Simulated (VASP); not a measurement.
Here is a VASP 6.6.1 calculation.

INCAR

```
SYSTEM = BAs
ALGO     = Normal         ! electronic algorithm
EDIFF    = 1E-6           ! SCF threshold, eV
ENCUT    = 500            ! plane-wave cutoff, eV
GGA      = PS             ! functional
GGA_COMPAT= .FALSE.      
ISIF     = 2              ! what is computed and relaxed
ISMEAR   = 1              ! smearing method
LASPH    = .TRUE.         ! aspherical terms in the spheres
LCHARG   = .TRUE.         ! write CHGCAR
LELF     = .TRUE.         ! ELF
LREAL    = .FALSE.        ! projectors in reciprocal space
LVHAR    = .TRUE.       
LWAVE    = .FALSE.        ! write WAVECAR
NBANDS   = 11             ! bands
NELM     = 120            ! most SCF steps
PREC     = Accurate       ! precision mode
SIGMA    = 0.02           ! smearing width, eV
```

Contents of KPOINTS:

```
k-points
0
G
  8 8 8
  0 0 0
```

POSCAR

```
BAs
1.0
    0.0000000000      2.3839074356      2.3839074356
    2.3839074356      0.0000000000      2.3839074356
    2.3839074356      2.3839074356      0.0000000000
B As
1 1
Direct
    0.0000000000      0.0000000000      0.0000000000
    0.7500000000      0.7500000000      0.7500000000
```

Potentials or basis: VASP PAW PBE potentials, release 64 (B, As).

The run is started by

```bash
$ cat potpaw_PBE.64/B/POTCAR potpaw_PBE.64/As/POTCAR > POTCAR
$ mpirun -np 1 vasp_std > vasp.out
```

What does it give for the band gap on the k mesh?

1.09 eV (least direct gap 3.25 eV).

What does it give for the pressure?

0.9 GPa.

Caveat: the PAW data sets were made with another functional, which shifts forces and pressure a little. A k mesh can miss the band edges.
